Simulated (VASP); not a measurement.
# Rb (Im-3m) in VASP: a series of runs

The runs below take Rb through single point, with PBEsol.

All numbers are computed with VASP 6.6.1; they aren't measurements. Logs are shortened: lines on timing, memory, paths and dates and some standing lists are left out, and cuts for length are marked.

### 1 The cell of the first run

The structure is cubic, space group Im-3m (No. 229). The conventional cell has a = 5.517 Å, b = 5.517 Å, c = 5.517 Å, α = 90.00°, β = 90.00°, γ = 90.00°.

### 2 Single point, PBEsol (strained)

Contents of INCAR:

```
SYSTEM = Rb
ALGO = Fast
EDIFF = 1E-6
ENCUT = 520
GGA = PS
ISIF = 2
ISMEAR = 0
LASPH = .TRUE.
LCHARG = .TRUE.
LELF = .TRUE.
LREAL = .FALSE.
LVHAR = .TRUE.
LWAVE = .FALSE.
NBANDS = 10
NELM = 100
PREC = Accurate
SIGMA = 0.1
```

Contents of KPOINTS:

```
k-points
0
G
  10 10 10
  0 0 0
```

Contents of POSCAR:

```
Rb
1.0
   -2.7584383000      2.7584383000      2.7584383000
    2.7584383000     -2.7584383000      2.7584383000
    2.7584383000      2.7584383000     -2.7584383000
Rb
1
Direct
    0.0000000000      0.0000000000      0.0000000000
```

Potentials or basis: VASP PAW PBE potentials, release 64 (Rb_sv).

The run is started by

```
$ cat potpaw_PBE.64/Rb_sv/POTCAR > POTCAR
$ mpirun -np 1 vasp_std > vasp.out
```

OUTCAR:

```text
SYSTEM = Rb
   EDIFF = 1E-6
   ENCUT = 520
   GGA = PS
   ISIF = 2
   ISMEAR = 0
   LASPH = .TRUE.
   LREAL = .FALSE.
   NELM = 100
   PREC = Accurate

 ion  position               nearest neighbor table
   1  0.000  0.000  0.000-

  LATTYP: Found a body centered cubic cell.
 ALAT       =     5.5168766000

  Lattice vectors:

 A1 = (  -2.7584383000,   2.7584383000,   2.7584383000)
 A2 = (   2.7584383000,  -2.7584383000,   2.7584383000)
 A3 = (   2.7584383000,   2.7584383000,  -2.7584383000)

Analysis of symmetry for initial positions (statically):
=====================================================================
 Subroutine PRICEL returns:
 Original cell was already a primitive cell.

 Routine SETGRP: Setting up the symmetry group for a
 body centered cubic supercell.

 Subroutine GETGRP returns: Found 48 space group operations
 (whereof 48 operations were pure point group operations)
 out of a pool of 48 trial point group operations.

The static configuration has the point symmetry O_h .

Analysis of symmetry for dynamics (positions and initial velocities):
=====================================================================
 Subroutine PRICEL returns:
 Original cell was already a primitive cell.

 Routine SETGRP: Setting up the symmetry group for a
 body centered cubic supercell.

 Subroutine GETGRP returns: Found 48 space group operations
 (whereof 48 operations were pure point group operations)
 out of a pool of 48 trial point group operations.

The dynamic configuration has the point symmetry O_h .

 Subroutine INISYM returns: Found 48 space group operations
 (whereof 48 operations are pure point group operations),
 and found     1 'primitive' translations

----------------------------------------------------------------------------------------

                                     Primitive cell

  volume of cell :      83.9556

  direct lattice vectors                    reciprocal lattice vectors
    -2.758438300  2.758438300  2.758438300     0.000000000  0.181261984  0.181261984
     2.758438300 -2.758438300  2.758438300     0.181261984  0.000000000  0.181261984
     2.758438300  2.758438300 -2.758438300     0.181261984  0.181261984  0.000000000

  length of vectors
     4.777755285  4.777755285  4.777755285     0.256343157  0.256343157  0.256343157

  position of ions in fractional coordinates (direct lattice)
     0.000000000  0.000000000  0.000000000

  ion indices of the primitive-cell ions
   primitive index   ion index
                 1           1

----------------------------------------------------------------------------------------

 KPOINTS: k-points

Automatic generation of k-mesh.
 Grid dimensions read from file:
 generate k-points for:   10   10   10

 Generating k-lattice:

  Cartesian coordinates                     Fractional coordinates (reciprocal lattice)
     0.000000000  0.018126198  0.018126198     0.100000000  0.000000000  0.000000000
     0.018126198  0.000000000  0.018126198     0.000000000  0.100000000  0.000000000
     0.018126198  0.018126198  0.000000000     0.000000000  0.000000000  0.100000000

  Length of vectors
     0.025634316  0.025634316  0.025634316

  Shift w.r.t. Gamma in fractional coordinates (k-lattice)
     0.000000000  0.000000000  0.000000000

 Subroutine IBZKPT returns following result:
 ===========================================

 Found     47 irreducible k-points:

 Following reciprocal coordinates:
            Coordinates               Weight
  0.000000  0.000000  0.000000      1.000000
  0.100000  0.000000  0.000000     12.000000
  0.200000  0.000000  0.000000     12.000000
  0.300000  0.000000  0.000000     12.000000
  0.400000  0.000000  0.000000     12.000000
  0.500000  0.000000  0.000000      6.000000
[... 16 lines left out ...]
  0.300000  0.300000  0.100000      8.000000
 -0.300000  0.300000  0.100000     24.000000
 [... further k-points ...]
   k-points           NKPTS =     47   k-points in BZ     NKDIM =     47   number of bands    NBANDS=     10
   number of dos      NEDOS =    301   number of ions     NIONS =      1
   total plane-waves  NPLWV =  46656
   dimension x,y,z NGX =    36 NGY =   36 NGZ =   36
   dimension x,y,z NGXF=    72 NGYF=   72 NGZF=   72
   ions per type =               1
   NGX,Y,Z   is equivalent  to a cutoff of  12.53, 12.53, 12.53 a.u.
   NGXF,Y,Z  is equivalent  to a cutoff of  25.05, 25.05, 25.05 a.u.
 SYSTEM =  Rb
   PREC   = accura    normal or accurate (medium, high low for compatibility)
   ISTART =      0    job   : 0-new  1-cont  2-samecut
   ICHARG =      2    charge: 1-file 2-atom 10-const
   ISPIN  =      1    spin polarized calculation?
   LNONCOLLINEAR =      F non collinear calculations
   LSORBIT =      F    spin-orbit coupling
   LASPH  =      T    aspherical Exc in radial PAW
   ENCUT  =  520.0 eV  38.22 Ry    6.18 a.u.   8.88  8.88  8.88*2*pi/ulx,y,z
   NELM   =    100;   NELMIN=  2; NELMDL= -5     # of ELM steps
   EDIFF  = 0.1E-05   stopping-criterion for ELM
   LREAL  =      F    real-space projection
   EDIFFG = 0.1E-04   stopping-criterion for IOM
   NSW    =      0    number of steps for IOM
   IBRION =     -1    ionic relax: 0-MD 1-quasi-New 2-CG
   NFREE  =      0    steps in history (QN), initial steepest desc. (CG)
   ISIF   =      2    stress and relaxation
   ISYM   =      2    0-nonsym 1-usesym 2-fastsym
   POTIM  = 0.5000    time-step for ionic-motion
   TEBEG  =    0.0;   TEEND  =   0.0 temperature during run
   PSTRESS=    0.0 pullay stress
   NELECT =       9.0000    total number of electrons
   NUPDOWN=      -1.0000    fix difference up-down
   EMIN   =  10.00;   EMAX   =-10.00  energy-range for DOS
   EFERMI =   0.00;   METHOD = LEGACY
   ISMEAR =     0;   SIGMA  =   0.10  broadening in eV -4-tet -1-fermi 0-gaus
   EFERMI_NEDOS =   21; number of points for ismear=-14 and -15
   IALGO  =     68    algorithm
   IMIX   =      4    mixing-type and parameters
     AMIX     =   0.40;   BMIX     =  1.00
     AMIX_MAG =   1.60;   BMIX_MAG =  1.00
  volume/ion in A,a.u.               =      83.96       566.56
  Fermi-wavevector in a.u.,A,eV,Ry     =   0.777689  1.469618  8.228797  0.604800
  Thomas-Fermi vector in A             =   1.880428
   LORBIT       =      0    0 simple, 1 ext, 2 COOP (PROOUT), +10 PAW based schemes
   GGA     = PS    functional components
   LHFCALC =     F    Hartree Fock is set to
   AEXX    =    0.0000 exact exchange contribution
   IVDW    =     0    specifies the selected vdW correction
   LEPSILON=     F    determine dielectric tensor
   LRPA    =     F    only Hartree local field effects (RPA)
 non-spin polarized calculation
 RMM-DIIS sequential band-by-band and
 Gauss-broadening in eV      SIGMA  =   0.10
  energy-cutoff  :      520.00
  volume of cell :       83.96
 maximum number of plane-waves:      2310
   NGX = 17   NGY = 17   NGZ = 17

 number of electron       9.0000000 magnetization

 Free energy of the ion-electron system (eV)
  ---------------------------------------------------
  ext. energy  EPLUGINS =         0.00000000
  ---------------------------------------------------
  free energy    TOTEN  =        -1.02341757 eV

  energy without entropy =       -1.01714389  energy(sigma->0) =       -1.02028073

 E-fermi :   0.1322     XC(G=0):  -5.7255

 val. band max:        0.1307908684   @ k =  -0.3000   0.4000   0.2000
 cond. band min:       0.2146689978   @ k =  -0.4000   0.4000   0.2000
 fundamental gap:      0.0838781294
 Fermi energy:         0.1321609418

 k-point     1 :       0.0000    0.0000    0.0000
  band No.  band energies     occupation
      1     -28.6861      2.00000
      2     -12.7237      2.00000
      3     -12.7237      2.00000
      4     -12.7237      2.00000
      5      -1.9566      2.00000
      6       3.8815      0.00000
      7       3.8815      0.00000
      8       3.8815      0.00000
      9       4.8866      0.00000
     10       4.8866      0.00000

 k-point     2 :       0.1000    0.0000    0.0000
  band No.  band energies     occupation
      1     -28.6855      2.00000
      2     -12.7363      2.00000
      3     -12.7278      2.00000
      4     -12.7238      2.00000
      5      -1.8294      2.00000
      6       3.6847      0.00000
      7       3.7099      0.00000
      8       4.0017      0.00000
      9       4.6539      0.00000
     10       4.8405      0.00000

 k-point     3 :       0.2000    0.0000    0.0000
  band No.  band energies     occupation
      1     -28.6839      2.00000
      2     -12.7688      2.00000
      3     -12.7383      2.00000
      4     -12.7238      2.00000
      5      -1.4610      2.00000
      6       3.0246      0.00000
      7       3.3560      0.00000
      8       4.3565      0.00000
      9       4.6356      0.00000
     10       4.7910      0.00000

 k-point     4 :       0.3000    0.0000    0.0000
  band No.  band energies     occupation
      1     -28.6820      2.00000
      2     -12.8081      2.00000
      3     -12.7513      2.00000
      4     -12.7239      2.00000
      5      -0.8912      2.00000
      6       2.2490      0.00000
      7       3.0230      0.00000
      8       4.7512      0.00000
      9       4.8584      0.00000
     10       4.9291      0.00000
[... 222 lines left out ...]
 k-point    22 :      -0.2000    0.2000    0.1000
  band No.  band energies     occupation
      1     -28.6834      2.00000
      2     -12.7688      2.00000
      3     -12.7426      2.00000
      4     -12.7338      2.00000
      5      -1.3405      2.00000
      6       3.0567      0.00000
      7       3.3720      0.00000
      8       3.9134      0.00000
      9       4.3506      0.00000
     10       5.3109      0.00000

 k-point    23 :       0.3000    0.3000    0.1000
  band No.  band energies     occupation
      1     -28.6794      2.00000
      2     -12.8037      2.00000
      3     -12.8037      2.00000
      4     -12.7502      2.00000
      5       1.3000      0.00000
      6       1.3000      0.00000
      7       1.4447      0.00000
      8       3.6385      0.00000
      9       5.4675      0.00000
     10       5.4675      0.00000

 k-point    24 :      -0.3000    0.3000    0.1000
  band No.  band energies     occupation
      1     -28.6815      2.00000
      2     -12.8064      2.00000
      3     -12.7558      2.00000
      4     -12.7334      2.00000
      5      -0.7778      2.00000
      6       2.2793      0.00000
      7       3.0751      0.00000
      8       3.9959      0.00000
      9       4.9116      0.00000
     10       5.3589      0.00000

 [... further k-points ...]

------------------------ aborting loop because EDIFF is reached ----------------------------------------

  FORCE on cell =-STRESS in cart. coord.  units (eV):
  Direction    XX          YY          ZZ          XY          YZ          ZX
  --------------------------------------------------------------------------------------
  -------------------------------------------------------------------------------------
  Total        0.0504407      0.0504407      0.0504407      0.0000000     -0.0000000      0.0000000
  in kB        0.9625904      0.9625904      0.9625904      0.0000000     -0.0000000      0.0000000
  external PRESSURE =       0.9625904 kB  Pullay stress =       0.0000000 kB

 VOLUME and BASIS-vectors are now :
 -----------------------------------------------------------------------------
  energy-cutoff  :      520.00
  volume of cell :       83.96
      direct lattice vectors                 reciprocal lattice vectors
    -2.758438300  2.758438300  2.758438300     0.000000000  0.181261984  0.181261984
     2.758438300 -2.758438300  2.758438300     0.181261984  0.000000000  0.181261984
     2.758438300  2.758438300 -2.758438300     0.181261984  0.181261984  0.000000000

 POSITION                                       TOTAL-FORCE (eV/Angst)
 -----------------------------------------------------------------------------------
      0.00000      0.00000      0.00000         0.000000      0.000000      0.000000
 -----------------------------------------------------------------------------------
    total drift:                               -0.000000      0.000000      0.000000

  FREE ENERGIE OF THE ION-ELECTRON SYSTEM (eV)
  ---------------------------------------------------
  free  energy   TOTEN  =        -1.0234175716 eV

  energy  without entropy=       -1.0171438857  energy(sigma->0) =       -1.02028073
```

It took 70 s on 1 thread of Intel Xeon 8259CL, shared host; peak memory 0.21 GiB.

Results:

| Item | Value |
| --- | --- |
| Free energy | -1.0234 eV |
| Pressure | 0.1 GPa |
| Band gap on the k mesh | zero (an odd number of electrons rules out a gap without spin polarisation) |

Caveat: the cell differs from its parent crystal (strained); the PAW data sets were made with another functional, which shifts forces and pressure a little.

[end of part 1 of 2]
